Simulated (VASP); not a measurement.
# Hf2ZrGe3 (I4/mmm) in VASP: a series of runs

The runs below take Hf2ZrGe3 through single point, with PBE.

Everything below comes from runs of VASP 6.6.1. Logs are shortened: lines on timing, memory, paths and dates and some standing lists are left out, and cuts for length are marked.

### 1 The cell of the first run

It takes space group I4/mmm (No. 139, tetragonal). Conventional cell: a = 5.253 Å, b = 5.253 Å, c = 10.408 Å, α = 90.00°, β = 90.00°, γ = 90.00°. Zr (site symmetry 4/mmm) has 4 Ge at 2.63 Å within 3.5 Å. Hf (site symmetry -4m2) has 2 Ge at 2.60 Å within 3.4 Å. Ge (site symmetry mmm) has 2 Hf at 2.60 Å and 2 Zr at 2.63 Å and 2 Ge at 2.63 Å within 3.4 Å. Within 3.5 Å of Ge (site symmetry 4/mmm) lie 4 Ge at 2.63 Å.

The cell was built from a structure type or drawn by symmetry, and may not be a known phase.

### 2 Single point, PBE

File INCAR:

```
SYSTEM = Hf2ZrGe3
PREC = Accurate ; ENCUT = 500
EDIFF = 1E-6 ; ISMEAR = 0
SIGMA = 0.2 ; LREAL = .False.
LASPH = .True. ; NELM = 120
ALGO = Normal ; ISIF = 2
LWAVE = .False. ; LCHARG = .True.
GGA = PE ; LELF = .True.
LVHAR = .True. ; NBANDS = 46
GGA_COMPAT = .False.
```

File KPOINTS:

```
regular mesh
0
Gamma
  4 4 4
  0 0 0
```

File POSCAR:

```
Hf2ZrGe3
1.0
   -2.6265052183      2.6265052183      5.2039173335
    2.6265052183     -2.6265052183      5.2039173335
    2.6265052183      2.6265052183     -5.2039173335
Zr Hf Ge
1 2 3
Direct
    0.5000000000      0.5000000000      0.0000000000
    0.7500000000      0.2500000000      0.5000000000
    0.2500000000      0.7500000000      0.5000000000
    0.5000000000      0.0000000000      0.5000000000
    0.0000000000      0.5000000000      0.5000000000
    0.0000000000      0.0000000000      0.0000000000
```

Potentials or basis: VASP PAW PBE potentials, release 64 (Zr_sv, Hf_pv, Ge_d).

Started as:

```
$ cat potpaw_PBE.64/Zr_sv/POTCAR potpaw_PBE.64/Hf_pv/POTCAR potpaw_PBE.64/Ge_d/POTCAR > POTCAR
$ mpirun -np 1 vasp_std > vasp.out
```

OUTCAR:

```text
SYSTEM = Hf2ZrGe3
   PREC = Accurate
   ENCUT = 500
   EDIFF = 1E-6
   ISMEAR = 0
   LREAL = .False.
   LASPH = .True.
   NELM = 120
   ISIF = 2
   GGA = PE

 ion  position               nearest neighbor table
   1  0.500  0.500  0.000-   4 2.63   5 2.63   4 2.63   5 2.63   3 3.70   2 3.70   2 3.70   3 3.70
                             3 3.70   2 3.70   2 3.70   3 3.70
   2  0.750  0.250  0.500-   4 2.60   5 2.60   1 3.70   1 3.70   1 3.70   1 3.70   3 3.71   3 3.71
                             3 3.71   3 3.71
   3  0.250  0.750  0.500-   4 2.60   5 2.60   1 3.70   1 3.70   1 3.70   1 3.70   2 3.71   2 3.71
                             2 3.71   2 3.71
   4  0.500  0.000  0.500-   2 2.60   3 2.60   1 2.63   6 2.63   1 2.63   6 2.63
   5  0.000  0.500  0.500-   2 2.60   3 2.60   1 2.63   6 2.63   6 2.63   1 2.63
   6  0.000  0.000  0.000-   4 2.63   5 2.63   5 2.63   4 2.63

  LATTYP: Found a body centered tetragonal cell.
 ALAT       =     5.2530104366
 C/A-ratio  =     1.9813085835

  Lattice vectors:

 A1 = (  -2.6265052183,   2.6265052183,   5.2039173335)
 A2 = (   2.6265052183,  -2.6265052183,   5.2039173335)
 A3 = (   2.6265052183,   2.6265052183,  -5.2039173335)

Analysis of symmetry for initial positions (statically):
=====================================================================
 Subroutine PRICEL returns:
 Original cell was already a primitive cell.

 Routine SETGRP: Setting up the symmetry group for a
 body centered tetragonal supercell.

 Subroutine GETGRP returns: Found 16 space group operations
 (whereof 16 operations were pure point group operations)
 out of a pool of 16 trial point group operations.

The static configuration has the point symmetry D_4h.

Analysis of symmetry for dynamics (positions and initial velocities):
=====================================================================
 Subroutine PRICEL returns:
 Original cell was already a primitive cell.

 Routine SETGRP: Setting up the symmetry group for a
 body centered tetragonal supercell.

 Subroutine GETGRP returns: Found 16 space group operations
 (whereof 16 operations were pure point group operations)
 out of a pool of 16 trial point group operations.

The dynamic configuration has the point symmetry D_4h.

 Subroutine INISYM returns: Found 16 space group operations
 (whereof 16 operations are pure point group operations),
 and found     1 'primitive' translations

----------------------------------------------------------------------------------------

                                     Primitive cell

  volume of cell :     143.5975

[... 89 lines left out ...]
   NFREE  =      0    steps in history (QN), initial steepest desc. (CG)
   ISIF   =      2    stress and relaxation
   ISYM   =      2    0-nonsym 1-usesym 2-fastsym
   POTIM  = 0.5000    time-step for ionic-motion
   TEBEG  =    0.0;   TEEND  =   0.0 temperature during run
   PSTRESS=    0.0 pullay stress
   NELECT =      74.0000    total number of electrons
   NUPDOWN=      -1.0000    fix difference up-down
   EMIN   =  10.00;   EMAX   =-10.00  energy-range for DOS
   EFERMI =   0.00;   METHOD = LEGACY
   ISMEAR =     0;   SIGMA  =   0.20  broadening in eV -4-tet -1-fermi 0-gaus
   EFERMI_NEDOS =   21; number of points for ismear=-14 and -15
   IALGO  =     38    algorithm
   IMIX   =      4    mixing-type and parameters
     AMIX     =   0.40;   BMIX     =  1.00
     AMIX_MAG =   1.60;   BMIX_MAG =  1.00
  volume/ion in A,a.u.               =      23.93       161.51
  Fermi-wavevector in a.u.,A,eV,Ry     =   1.312511  2.480287 23.438570  1.722686
  Thomas-Fermi vector in A             =   2.442899
   LORBIT       =      0    0 simple, 1 ext, 2 COOP (PROOUT), +10 PAW based schemes
   GGA     = PE    functional components
   LHFCALC =     F    Hartree Fock is set to
   AEXX    =    0.0000 exact exchange contribution
   IVDW    =     0    specifies the selected vdW correction
   LEPSILON=     F    determine dielectric tensor
   LRPA    =     F    only Hartree local field effects (RPA)
 non-spin polarized calculation
 Gauss-broadening in eV      SIGMA  =   0.20
  energy-cutoff  :      500.00
  volume of cell :      143.60
 maximum number of plane-waves:      3691
 NGX is ok and might be reduce to    48
   NGX = 23   NGY = 23   NGZ = 23

 number of electron      74.0000029 magnetization

 Free energy of the ion-electron system (eV)
  ---------------------------------------------------
  ext. energy  EPLUGINS =         0.00000000
  ---------------------------------------------------
  free energy    TOTEN  =       -39.51839095 eV

  energy without entropy =      -39.44524094  energy(sigma->0) =      -39.48181594

 E-fermi :   5.0267     XC(G=0): -10.4466

 val. band max:        4.9433939495   @ k =   0.5000   0.5000  -0.0000
 cond. band min:       5.0342700732   @ k =  -0.2500   0.2500   0.0000
 fundamental gap:      0.0908761237
 Fermi energy:         5.0267404485

 k-point     1 :       0.0000    0.0000    0.0000
  band No.  band energies     occupation
      1     -43.8551      2.00000
      2     -26.4262      2.00000
      3     -26.4262      2.00000
      4     -26.3602      2.00000
      5     -26.3602      2.00000
      6     -26.2986      2.00000
[... 626 lines left out ...]
     45       7.8592      0.00000
     46       8.0530      0.00000

------------------------ aborting loop because EDIFF is reached ----------------------------------------

  FORCE on cell =-STRESS in cart. coord.  units (eV):
  Direction    XX          YY          ZZ          XY          YZ          ZX
  --------------------------------------------------------------------------------------
  -------------------------------------------------------------------------------------
  Total       -0.0854528     -0.0854528      0.3722267      0.0000000      0.0000000      0.0000000
  in kB       -0.9534327     -0.9534327      4.1530882      0.0000000      0.0000000      0.0000000
  external PRESSURE =       0.7487409 kB  Pullay stress =       0.0000000 kB

 VOLUME and BASIS-vectors are now :
 -----------------------------------------------------------------------------
  energy-cutoff  :      500.00
  volume of cell :      143.60
      direct lattice vectors                 reciprocal lattice vectors
    -2.626505218  2.626505218  5.203917333     0.000000000  0.190367031  0.096081465
     2.626505218 -2.626505218  5.203917333     0.190367031  0.000000000  0.096081465
     2.626505218  2.626505218 -5.203917333     0.190367031  0.190367031  0.000000000

 POSITION                                       TOTAL-FORCE (eV/Angst)
 -----------------------------------------------------------------------------------
      0.00000      0.00000      5.20392         0.000000     -0.000000      0.000000
      0.00000      2.62651      2.60196        -0.000000     -0.000000     -0.000000
      2.62651      0.00000      2.60196        -0.000000      0.000000      0.000000
      0.00000      2.62651      0.00000         0.000000     -0.000000      0.000000
      2.62651      0.00000      0.00000         0.000000     -0.000000      0.000000
      0.00000      0.00000      0.00000         0.000000     -0.000000      0.000000
 -----------------------------------------------------------------------------------
    total drift:                               -0.000000     -0.000000      0.000000

  FREE ENERGIE OF THE ION-ELECTRON SYSTEM (eV)
  ---------------------------------------------------
  free  energy   TOTEN  =       -39.5183909453 eV

  energy  without entropy=      -39.4452409362  energy(sigma->0) =      -39.48181594
```

OSZICAR:

```text
N       E                     dE             d eps       ncg     rms          rms(c)
DAV:   1     0.855569484582E+03    0.85557E+03   -0.35400E+04  1502   0.334E+03
DAV:   2     0.108630183917E+03   -0.74694E+03   -0.72527E+03  1220   0.946E+02
DAV:   3    -0.297428645489E+02   -0.13837E+03   -0.13454E+03  1428   0.221E+02
DAV:   4    -0.426115856958E+02   -0.12869E+02   -0.12675E+02  1856   0.675E+01
DAV:   5    -0.431352904601E+02   -0.52370E+00   -0.52288E+00  1672   0.121E+01    0.492E+01
DAV:   6    -0.397988752280E+02    0.33364E+01   -0.13533E+01  2080   0.280E+01    0.321E+01
DAV:   7    -0.397137162564E+02    0.85159E-01   -0.41122E+00  1638   0.104E+01    0.983E+00
DAV:   8    -0.396172003901E+02    0.96516E-01   -0.29266E+00  1606   0.581E+00    0.421E+00
DAV:   9    -0.395187481393E+02    0.98452E-01   -0.43125E-01  1744   0.278E+00    0.919E-01
DAV:  10    -0.395187906388E+02   -0.42500E-04   -0.33410E-02  1736   0.131E+00    0.638E-01
DAV:  11    -0.395183589075E+02    0.43173E-03   -0.37089E-03  1550   0.438E-01    0.154E-01
DAV:  12    -0.395184037957E+02   -0.44888E-04   -0.50671E-04  1928   0.164E-01    0.981E-02
DAV:  13    -0.395183911788E+02    0.12617E-04   -0.45994E-05  1686   0.656E-02    0.235E-02
DAV:  14    -0.395183909089E+02    0.26991E-06   -0.10466E-05  1752   0.228E-02    0.321E-03
DAV:  15    -0.395183909453E+02   -0.36382E-07   -0.90480E-07   900   0.723E-03
   1 F= -.39518391E+02 E0= -.39481816E+02  d E =-.731500E-01
```

stdout:

```text
POSCAR found type information on POSCAR ZrHfGe
 POSCAR found :  3 types and       6 ions
 scaLAPACK will be used
 LDA part: xc-table for (Slater+PW92), standard interpolation
 POSCAR, INCAR and KPOINTS ok, starting setup
 FFT: planning ... GRIDC
 FFT: planning ... GRID_SOFT
 FFT: planning ... GRID
 WAVECAR not read
 entering main loop
```

Wall time 2.4 min (1 thread of Intel Xeon Platinum 8488C (Sapphire Rapids), shared host); peak memory 0.35 GiB.

What came out:

| Item | Value |
| --- | --- |
| Free energy | -39.5184 eV |
| Pressure | 0.1 GPa |
| Band gap on the k mesh | zero (bands 37 and 38 overlap by 0.78 eV) |

Stress tensor (GPa, compression positive):
```
-0.10  0.00  0.00
 0.00 -0.10  0.00
 0.00  0.00  0.42
```

Caveat: spin-orbit coupling is left out, which moves the levels of the heavy elements.

### 3 Single point, PBE

This run uses another cell than the first one, of 25.13 Å³/atom.

File INCAR:

```
  ALGO = Normal
  EDIFF = 1E-6
  ENCUT = 500
  GGA = PE
  GGA_COMPAT = F
  ISIF = 2
  ISMEAR = 0
  LASPH = T
  LCHARG = T
  LELF = T
  LREAL = F
  LVHAR = T
  LWAVE = F
  NBANDS = 46
  NELM = 120
  PREC = Accurate
  SIGMA = 0.2
```

File KPOINTS:

```
k-points
0
Gamma
  4 4 4
```

File POSCAR:

```
Hf2ZrGe3
1.0
   -2.5892053217      2.5892053217      5.6234913029
    2.5892053217     -2.5892053217      5.6234913029
    2.5892053217      2.5892053217     -5.6234913029
Zr Hf Ge
1 2 3
Direct
    0.5000000000      0.5000000000      0.0000000000
    0.2264308131      0.2264308131      0.0000000000
    0.7735691869      0.7735691869      0.0000000000
    0.7500000000      0.2500000000      0.5000000000
    0.2500000000      0.7500000000      0.5000000000
    0.0000000000      0.0000000000      0.0000000000
```

Potentials or basis: VASP PAW PBE potentials, release 64 (Zr_sv, Hf_pv, Ge_d).

Started as:

```
$ cat potpaw_PBE.64/Zr_sv/POTCAR potpaw_PBE.64/Hf_pv/POTCAR potpaw_PBE.64/Ge_d/POTCAR > POTCAR
$ mpirun -np 1 vasp_std > vasp.out
```

OUTCAR:

```text
EDIFF = 1E-6
   ENCUT = 500
   GGA = PE
   ISIF = 2
   ISMEAR = 0
   LASPH = T
   LREAL = F
   NELM = 120
   PREC = Accurate

 ion  position               nearest neighbor table
   1  0.500  0.500  0.000-   2 3.08   3 3.08
   2  0.226  0.226  0.000-   6 2.55   5 2.60   4 2.60   4 2.60   5 2.60   1 3.08   3 3.70   3 3.70
                             3 3.70   3 3.70
   3  0.774  0.774  0.000-   6 2.55   5 2.60   4 2.60   4 2.60   5 2.60   1 3.08   2 3.70   2 3.70
                             2 3.70   2 3.70
   4  0.750  0.250  0.500-   3 2.60   2 2.60   3 2.60   2 2.60
   5  0.250  0.750  0.500-   3 2.60   2 2.60   3 2.60   2 2.60
   6  0.000  0.000  0.000-   2 2.55   3 2.55

  LATTYP: Found a body centered tetragonal cell.
 ALAT       =     5.1784106434
 C/A-ratio  =     2.1718985574

  Lattice vectors:

 A1 = (  -2.5892053217,   2.5892053217,   5.6234913029)
 A2 = (   2.5892053217,  -2.5892053217,   5.6234913029)
 A3 = (   2.5892053217,   2.5892053217,  -5.6234913029)

Analysis of symmetry for initial positions (statically):
=====================================================================
 Subroutine PRICEL returns:
 Original cell was already a primitive cell.

 Routine SETGRP: Setting up the symmetry group for a
 body centered tetragonal supercell.

 Subroutine GETGRP returns: Found 16 space group operations
 (whereof 16 operations were pure point group operations)
 out of a pool of 16 trial point group operations.

The static configuration has the point symmetry D_4h.

Analysis of symmetry for dynamics (positions and initial velocities):
=====================================================================
 Subroutine PRICEL returns:
 Original cell was already a primitive cell.

 Routine SETGRP: Setting up the symmetry group for a
 body centered tetragonal supercell.

[... 120 lines left out ...]
     AMIX_MAG =   1.60;   BMIX_MAG =  1.00
  volume/ion in A,a.u.               =      25.13       169.61
  Fermi-wavevector in a.u.,A,eV,Ry     =   1.291276  2.440158 22.686268  1.667394
  Thomas-Fermi vector in A             =   2.423056
   LORBIT       =      0    0 simple, 1 ext, 2 COOP (PROOUT), +10 PAW based schemes
   GGA     = PE    functional components
   LHFCALC =     F    Hartree Fock is set to
   AEXX    =    0.0000 exact exchange contribution
   IVDW    =     0    specifies the selected vdW correction
   LEPSILON=     F    determine dielectric tensor
   LRPA    =     F    only Hartree local field effects (RPA)
 non-spin polarized calculation
 Gauss-broadening in eV      SIGMA  =   0.20
  energy-cutoff  :      500.00
  volume of cell :      150.80
 maximum number of plane-waves:      3848
 NGX is ok and might be reduce to    50
   NGX = 25   NGY = 25   NGZ = 25

 number of electron      74.0000005 magnetization

 Free energy of the ion-electron system (eV)
  ---------------------------------------------------
  ext. energy  EPLUGINS =         0.00000000
  ---------------------------------------------------
  free energy    TOTEN  =       -40.52908105 eV

  energy without entropy =      -40.46508093  energy(sigma->0) =      -40.49708099

 E-fermi :   4.5716     XC(G=0): -10.1030

 val. band max:        4.5219073380   @ k =   0.2500   0.0000   0.0000
 cond. band min:       4.5990474484   @ k =   0.5000   0.5000   0.5000
 fundamental gap:      0.0771401104
 Fermi energy:         4.5716333945

 k-point     1 :       0.0000    0.0000    0.0000
  band No.  band energies     occupation
      1     -45.8400      2.00000
      2     -25.8065      2.00000
      3     -25.7905      2.00000
      4     -25.7903      2.00000
      5     -25.7903      2.00000
      6     -25.6978      2.00000
[... 626 lines left out ...]
     45       7.1207      0.00000
     46       7.1207      0.00000

------------------------ aborting loop because EDIFF is reached ----------------------------------------

  FORCE on cell =-STRESS in cart. coord.  units (eV):
  Direction    XX          YY          ZZ          XY          YZ          ZX
  --------------------------------------------------------------------------------------
  -------------------------------------------------------------------------------------
  Total       -0.1690383     -0.1690383     -0.0715337      0.0000000      0.0000000      0.0000000
  in kB       -1.7959600     -1.7959600     -0.7600147      0.0000000      0.0000000      0.0000000
  external PRESSURE =      -1.4506449 kB  Pullay stress =       0.0000000 kB

 VOLUME and BASIS-vectors are now :
 -----------------------------------------------------------------------------
  energy-cutoff  :      500.00
  volume of cell :      150.80
      direct lattice vectors                 reciprocal lattice vectors
    -2.589205322  2.589205322  5.623491303     0.000000000  0.193109444  0.088912736
     2.589205322 -2.589205322  5.623491303     0.193109444  0.000000000  0.088912736
     2.589205322  2.589205322 -5.623491303     0.193109444  0.193109444  0.000000000

 POSITION                                       TOTAL-FORCE (eV/Angst)
 -----------------------------------------------------------------------------------
      0.00000      0.00000      5.62349        -0.000000     -0.000000     -0.000000
      0.00000      0.00000      2.54666         0.000000      0.000000     -0.034651
      0.00000      0.00000      8.70032         0.000000      0.000000      0.034651
     -0.00000      2.58921      2.81175        -0.000000     -0.000000      0.000000
      2.58921     -0.00000      2.81175        -0.000000     -0.000000      0.000000
      0.00000      0.00000      0.00000        -0.000000     -0.000000     -0.000000
 -----------------------------------------------------------------------------------
    total drift:                               -0.000000     -0.000000      0.000000

  FREE ENERGIE OF THE ION-ELECTRON SYSTEM (eV)
  ---------------------------------------------------
  free  energy   TOTEN  =       -40.5290810541 eV

  energy  without entropy=      -40.4650809300  energy(sigma->0) =      -40.49708099
```

stdout:

```text
POSCAR found type information on POSCAR ZrHfGe
 POSCAR found :  3 types and       6 ions
 scaLAPACK will be used
 LDA part: xc-table for (Slater+PW92), standard interpolation
 POSCAR, INCAR and KPOINTS ok, starting setup
 FFT: planning ... GRIDC
 FFT: planning ... GRID_SOFT
 FFT: planning ... GRID
 WAVECAR not read
 entering main loop
```

It took 2.9 min on 1 thread of Intel Xeon Platinum 8488C (Sapphire Rapids), shared host; peak memory 0.38 GiB.

What came out:

| Quantity | Value |
| --- | --- |
| Free energy | -40.5291 eV |
| Pressure | -0.1 GPa |
| Largest force | 0.035 eV/Å |
| Band gap on the k mesh | zero (bands 37 and 38 overlap by 0.51 eV) |

Forces on the atoms (eV/Å):
```
Zr   0.000  0.000  0.000
Hf   0.000  0.000 -0.035
Hf   0.000  0.000  0.035
Ge   0.000  0.000  0.000
Ge   0.000  0.000  0.000
Ge   0.000  0.000  0.000
```

Stress tensor (GPa, compression positive):
```
-0.18  0.00  0.00
 0.00 -0.18  0.00
 0.00  0.00 -0.08
```

Levels at points of the mesh, in eV from the Fermi level:
| k point | band 35 | band 36 | band 37 | band 38 | band 39 | band 40 |
| --- | --- | --- | --- | --- | --- | --- |
| (0.00, 0.00, 0.00) | -1.06 | -0.84 | -0.80 | 0.55 | 0.76 | 1.25 |
| (0.50, 0.00, 0.00) | -1.54 | -1.51 | -0.65 | 0.65 | 0.75 | 0.90 |
| (0.50, 0.50, 0.00) | -1.34 | -1.07 | -1.05 | 0.53 | 0.61 | 0.82 |
| (0.50, 0.50, 0.50) | -0.56 | -0.12 | -0.12 | 0.03 | 0.28 | 0.32 |

Caveat: spin-orbit coupling is left out, which moves the levels of the heavy elements.
